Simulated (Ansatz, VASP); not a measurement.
AlRu7: VASP beside Ansatz

```
CELL_PARAMETERS angstrom
2.74203 0.00000 0.00000
-1.37101 2.37467 0.00000
0.00000 0.00000 16.97369
ATOMIC_POSITIONS crystal
Al 0.00000 0.00000 0.00000
Ru 0.33333 0.66667 0.62671
Ru 0.00000 0.00000 0.50000
Ru 0.33333 0.66667 0.37329
Ru 0.33333 0.66667 0.87651
Ru 0.00000 0.00000 0.75150
Ru 0.33333 0.66667 0.12349
Ru 0.00000 0.00000 0.24850
```

Alike in both runs: functional PBE; k mesh 12 × 12 × 2; occupations gaussian, width 0.1 eV; no spin polarisation.

Ansatz relaxed the structure, and its values are those at the end. VASP's run is a single point on that final structure, the one shown.

```csv
,VASP,Ansatz
version,VASP 6.6.1,Ansatz 0.2.0
potentials or method,"VASP PAW PBE potentials, release 64 (Al, Ru_pv), cutoff 520 eV","scalar-relativistic, plane waves, PAW"
valence electrons in the cell,101,115
```

|  | VASP | Ansatz | Ansatz less VASP |
| --- | --- | --- | --- |
| gap on the k mesh at the Fermi level (eV) | none | none | - |
| pressure (GPa) | -0.1 | 0.0 | +0.09 |

A gap of «none» marks a metal or a gap that the smearing closes. With one functional, cell and mesh, what is left measures potentials, basis and numerics. VASP's potentials hold 101 valence electrons a cell and Ansatz's 115, so a difference there can come from the potentials and not from the codes.
